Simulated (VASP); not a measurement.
# Te (P-1) in VASP: single point with PBE

Aim: the single point of Te with PBE.

All numbers are computed with VASP 6.6.1; they aren't measurements. Logs are shortened: lines on timing, memory, paths and dates and some standing lists are left out, and cuts for length are marked.

### 1 The cell of the first run

The typed cell holds 1 atom: a = 3.151 Å, b = 3.396 Å, c = 3.274 Å, α = 86.03°, β = 90.18°, γ = 88.09°.

### 2 Single point, PBE (engineering shear strain xz -0.0933, normal strain along z +0.0700)

INCAR

```
PREC     = Accurate       # precision mode
ENCUT    = 520            # plane-wave cutoff, eV
EDIFF    = 1E-7           # SCF threshold, eV
ISMEAR   = 0              # smearing method
SIGMA    = 0.15           # smearing width, eV
LREAL    = F              # projectors in reciprocal space
LASPH    = T              # aspherical terms in the spheres
NELM     = 100            # most SCF steps
ALGO     = Normal         # electronic algorithm
ISIF     = 2              # what is computed and relaxed
LWAVE    = F              # write WAVECAR
LCHARG   = T              # write CHGCAR
GGA      = PE             # functional
LELF     = T              # ELF
LVHAR    = T            
NBANDS   = 9              # bands
```

KPOINTS

```
Automatic mesh
0
Gamma
  15 15 15
```

POSCAR

```
Te
1.0
    2.1897655617      1.3134001201      1.8460290148
   -2.3599859155      1.3134001201      2.0582749212
   -0.0851101769     -2.6268002401      1.9521519680
Te
1
Direct
    0.5000000000      0.5000000000      0.5000000000
```

Potentials or basis: VASP PAW PBE potentials, release 64 (Te).

Launch:

```
cat potpaw_PBE.64/Te/POTCAR > POTCAR
mpirun -np 1 vasp_std > vasp.out
```

OUTCAR:

```text
PREC = Accurate
   ENCUT = 520
   EDIFF = 1E-7
   ISMEAR = 0
   LREAL = F
   LASPH = T
   NELM = 100
   ISIF = 2
   GGA = PE

 ion  position               nearest neighbor table
   1  0.500  0.500  0.500-

  LATTYP: Found a triclinic cell.
 ALAT       =     5.6052171283
 B/A-ratio  =     0.5621298029
 C/A-ratio  =     0.5840753854
 COS(alpha) =     0.0031682325
 COS(beta)  =     0.5439569896
 COS(gamma) =     0.5841849280

  Lattice vectors:

 A1 = (  -0.0851101769,   5.2536004803,   1.9521519680)
 A2 = (   2.1897655617,   1.3134001201,   1.8460290148)
 A3 = (   0.0851101769,   2.6268002401,  -1.9521519680)

Analysis of symmetry for initial positions (statically):
=====================================================================
 Subroutine PRICEL returns:
 Original cell was already a primitive cell.

 Routine SETGRP: Setting up the symmetry group for a
 triclinic supercell.

 Subroutine GETGRP returns: Found  2 space group operations
 (whereof  2 operations were pure point group operations)
 out of a pool of  2 trial point group operations.

The static configuration has the point symmetry S_2 .

Analysis of symmetry for dynamics (positions and initial velocities):
=====================================================================
 Subroutine PRICEL returns:
 Original cell was already a primitive cell.

 Routine SETGRP: Setting up the symmetry group for a
 triclinic supercell.

 Subroutine GETGRP returns: Found  2 space group operations
 (whereof  2 operations were pure point group operations)
 out of a pool of  2 trial point group operations.

The dynamic configuration has the point symmetry S_2 .

 Subroutine INISYM returns: Found  2 space group operations
 (whereof  2 operations are pure point group operations),
 and found     1 'primitive' translations

----------------------------------------------------------------------------------------

                                     Primitive cell

  volume of cell :      34.9249

  direct lattice vectors                    reciprocal lattice vectors
     2.189765562  1.313400120  1.846029015     0.228221963  0.126897100  0.180701785
    -2.359985915  1.313400120  2.058274921    -0.212258359  0.126897100  0.161497666
    -0.085110177 -2.626800240  1.952151968     0.007981802 -0.253794200  0.171099726

  length of vectors
     3.150859599  3.395739838  3.273869354     0.317555150  0.295360764  0.306186743
[... 75 lines left out ...]
   LSORBIT =      F    spin-orbit coupling
   LASPH  =      T    aspherical Exc in radial PAW
   ENCUT  =  520.0 eV  38.22 Ry    6.18 a.u.   5.86  6.31  6.09*2*pi/ulx,y,z
   NELM   =    100;   NELMIN=  2; NELMDL= -5     # of ELM steps
   EDIFF  = 0.1E-06   stopping-criterion for ELM
   LREAL  =      F    real-space projection
   EDIFFG = 0.1E-05   stopping-criterion for IOM
   NSW    =      0    number of steps for IOM
   IBRION =     -1    ionic relax: 0-MD 1-quasi-New 2-CG
   NFREE  =      0    steps in history (QN), initial steepest desc. (CG)
   ISIF   =      2    stress and relaxation
   ISYM   =      2    0-nonsym 1-usesym 2-fastsym
   POTIM  = 0.5000    time-step for ionic-motion
   TEBEG  =    0.0;   TEEND  =   0.0 temperature during run
   PSTRESS=    0.0 pullay stress
   NELECT =       6.0000    total number of electrons
   NUPDOWN=      -1.0000    fix difference up-down
   EMIN   =  10.00;   EMAX   =-10.00  energy-range for DOS
   EFERMI =   0.00;   METHOD = LEGACY
   ISMEAR =     0;   SIGMA  =   0.15  broadening in eV -4-tet -1-fermi 0-gaus
   EFERMI_NEDOS =   21; number of points for ismear=-14 and -15
   IALGO  =     38    algorithm
   IMIX   =      4    mixing-type and parameters
     AMIX     =   0.40;   BMIX     =  1.00
     AMIX_MAG =   1.60;   BMIX_MAG =  1.00
  volume/ion in A,a.u.               =      34.92       235.68
  Fermi-wavevector in a.u.,A,eV,Ry     =   0.910081  1.719804 11.268994  0.828248
  Thomas-Fermi vector in A             =   2.034201
   LORBIT       =      0    0 simple, 1 ext, 2 COOP (PROOUT), +10 PAW based schemes
   GGA     = PE    functional components
   LHFCALC =     F    Hartree Fock is set to
   AEXX    =    0.0000 exact exchange contribution
   IVDW    =     0    specifies the selected vdW correction
   LEPSILON=     F    determine dielectric tensor
   LRPA    =     F    only Hartree local field effects (RPA)
 non-spin polarized calculation
 Gauss-broadening in eV      SIGMA  =   0.15
  energy-cutoff  :      520.00
  volume of cell :       34.92
 maximum number of plane-waves:       959
   NGX = 11   NGY = 13   NGZ = 13

 number of electron       5.9999999 magnetization

 Free energy of the ion-electron system (eV)
  ---------------------------------------------------
  ext. energy  EPLUGINS =         0.00000000
  ---------------------------------------------------
  free energy    TOTEN  =        -3.06886982 eV

  energy without entropy =       -3.06164887  energy(sigma->0) =       -3.06525935

 E-fermi :   5.5754     XC(G=0):  -8.9960

 val. band max:        5.5752509344   @ k =  -0.0000   0.1333   0.3333
 cond. band min:       5.5776411823   @ k =   0.2000  -0.2000   0.1333
 fundamental gap:      0.0023902479
 Fermi energy:         5.5753861313

 k-point     1 :       0.0000    0.0000    0.0000
  band No.  band energies     occupation
      1      -7.5537      2.00000
      2       5.9463      0.00047
      3       6.7049      0.00000
      4       7.5289      0.00000
      5      11.0713      0.00000
      6      11.7461      0.00000
      7      12.5952      0.00000
      8      21.4262      0.00000
      9      21.4580      0.00000
[... 265 lines left out ...]
 k-point    24 :       0.0000    0.1333    0.0000
  band No.  band energies     occupation
      1      -7.3975      2.00000
      2       4.4835      2.00000
      3       6.8096      0.00000
      4       7.6588      0.00000
      5      11.8973      0.00000
      6      12.7749      0.00000
      7      13.0072      0.00000
      8      19.1524      0.00000
      9      20.4432      0.00000

 [... further k-points ...]
[... 5 lines left out ...]
  --------------------------------------------------------------------------------------
  -------------------------------------------------------------------------------------
  Total       -0.4969267     -0.5274288     -0.6534379      0.1404324      0.0326305      0.3215937
  in kB      -22.7964634    -24.1957465    -29.9764015      6.4423250      1.4969232     14.7530824
  external PRESSURE =     -25.6562038 kB  Pullay stress =       0.0000000 kB

 VOLUME and BASIS-vectors are now :
 -----------------------------------------------------------------------------
  energy-cutoff  :      520.00
  volume of cell :       34.92
      direct lattice vectors                 reciprocal lattice vectors
     2.189765562  1.313400120  1.846029015     0.228221963  0.126897100  0.180701785
    -2.359985915  1.313400120  2.058274921    -0.212258359  0.126897100  0.161497666
    -0.085110177 -2.626800240  1.952151968     0.007981802 -0.253794200  0.171099726

 POSITION                                       TOTAL-FORCE (eV/Angst)
 -----------------------------------------------------------------------------------
     -0.12767      0.00000      2.92823        -0.000000      0.000000     -0.000000
 -----------------------------------------------------------------------------------
    total drift:                                0.000000      0.000000     -0.000000

  FREE ENERGIE OF THE ION-ELECTRON SYSTEM (eV)
  ---------------------------------------------------
  free  energy   TOTEN  =        -3.0688698229 eV

  energy  without entropy=       -3.0616488697  energy(sigma->0) =       -3.06525935
```

OSZICAR:

```text
N       E                     dE             d eps       ncg     rms          rms(c)
DAV:   1     0.177513445595E+02    0.17751E+02   -0.24748E+03 30416   0.525E+02
DAV:   2    -0.246051077267E+01   -0.20212E+02   -0.19476E+02 39216   0.714E+01
DAV:   3    -0.305930614176E+01   -0.59880E+00   -0.59498E+00 37600   0.154E+01
DAV:   4    -0.306467057241E+01   -0.53644E-02   -0.53640E-02 42094   0.165E+00
DAV:   5    -0.306473132994E+01   -0.60758E-04   -0.60757E-04 38638   0.138E-01    0.630E+00
DAV:   6    -0.306689205632E+01   -0.21607E-02   -0.19758E-03 35474   0.244E-01    0.389E+00
DAV:   7    -0.306885931806E+01   -0.19673E-02   -0.44045E-03 32169   0.368E-01    0.136E-01
DAV:   8    -0.306886569402E+01   -0.63760E-05   -0.17220E-04 34878   0.741E-02    0.343E-02
DAV:   9    -0.306886964423E+01   -0.39502E-05   -0.79982E-06 40479   0.173E-02    0.106E-02
DAV:  10    -0.306886957880E+01    0.65433E-07   -0.11602E-06 33989   0.504E-03    0.627E-03
DAV:  11    -0.306886971045E+01   -0.13165E-06   -0.66184E-07 32338   0.449E-03    0.202E-03
DAV:  12    -0.306886981633E+01   -0.10588E-06   -0.23235E-08 35171   0.873E-04    0.109E-03
DAV:  13    -0.306886982289E+01   -0.65592E-08   -0.85716E-09 20506   0.482E-04
   1 F= -.30688698E+01 E0= -.30652593E+01  d E =-.722095E-02
```

Run time: 2 min. Hardware: 1 thread of Intel Xeon 6975P-C (Granite Rapids), shared host; peak memory 0.57 GiB.

What came out:

| Property | Result |
| --- | --- |
| Free energy | -3.0689 eV |
| Pressure | -2.6 GPa |
| Band gap on the k mesh | zero (bands 3 and 4 overlap by 4.26 eV) |

Levels at points of the mesh, in eV from the Fermi level:
```csv
k point,band 1,band 2,band 3,band 4,band 5,band 6,band 7,band 8
"(0.00, 0.00, 0.00)",-13.13,0.37,1.13,1.95,5.50,6.17,7.02,15.85
```

Caveat: the cell differs from its parent crystal (engineering shear strain xz -0.0933, normal strain along z +0.0700); spin-orbit coupling is left out, which moves the levels of the heavy elements.
